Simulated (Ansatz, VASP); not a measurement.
**One calculation of AgPt3, two programs**

The input INCAR:

```
PREC     = Accurate       # precision mode
ENCUT    = 470            # plane-wave cutoff, eV
EDIFF    = 1E-8           # SCF threshold, eV
ISMEAR   = -1             # smearing method
SIGMA    = 0.08           # smearing width, eV
LREAL    = False          # projectors in reciprocal space
LASPH    = True           # aspherical terms in the spheres
NELM     = 120            # most SCF steps
ALGO     = Normal         # electronic algorithm
ISIF     = 2              # what is computed and relaxed
LWAVE    = False          # write WAVECAR
LCHARG   = False          # write CHGCAR
LEFG     = True         
NBANDS   = 44             # bands
GGA_COMPAT= False
```

File KPOINTS:

```
regular mesh
0
Gamma
  9 9 9
```

File POSCAR:

```
AgPt3
1.0
    3.9258285673      0.0000000000      0.0000000000
    0.0000000000      3.9258285673      0.0000000000
    0.0000000000      0.0000000000      3.9258285673
Ag Pt
1 3
Direct
    0.0000000000      0.0000000000      0.0000000000
    0.0000000000      0.5000000000      0.5000000000
    0.5000000000      0.0000000000      0.5000000000
    0.5000000000      0.5000000000      0.0000000000
```

Input for Ansatz:

```yaml
crystal:
  lattice:
    - [3.9258285673, 0.0, 0.0]
    - [0.0, 3.9258285673, 0.0]
    - [0.0, 0.0, 3.9258285673]
  atoms:
    - { symbol: Ag, position: [0.0, 0.0, 0.0] }
    - { symbol: Pt, position: [0.0, 0.5, 0.5] }
    - { symbol: Pt, position: [0.5, 0.0, 0.5] }
    - { symbol: Pt, position: [0.5, 0.5, 0.0] }
kpoints:
  mp_grid: { grid: [9, 9, 9] }
scf:
  occupations: { method: fermi_dirac, width: 0.08 }
hamiltonian:
  xc: lda
  pseudopotentials: { kind: paw }
output:
  forces: true
  stress: true
  eigenvalues: true
  efg: { contact_densities: true }
```

Change from the starting cell: volume scaled by 1.02, PAW files.

Alike in both runs: task electric field gradients; functional LDA; k mesh 9 × 9 × 9; occupations fermi-dirac, width 0.08 eV; no spin polarisation.

|  | VASP | Ansatz |
| --- | --- | --- |
| version | VASP 6.6.1 | Ansatz 0.2.0 |
| potentials or method | VASP PAW LDA potentials, release 64 (Ag_sv_GW, Pt_sv_GW) | PAW with Ansatz's default frozen-core files, scalar-relativistic |
| plane-wave cutoff (eV) | 470 | 420 |
| valence electrons in the cell | 73 | 73 |

VASP gave:

| Item | Value |
| --- | --- |
| size of Vzz on the site where it differs most (V/Å²) | 18.8 |

Question: What did Ansatz give for the same quantities?

Answer: Size of Vzz on the site where it differs most (V/Å²): 11.7.

LDA's correlation is that of Perdew and Zunger in VASP and of Perdew and Wang (1992) in Ansatz.

Neither program's run includes spin-orbit coupling.
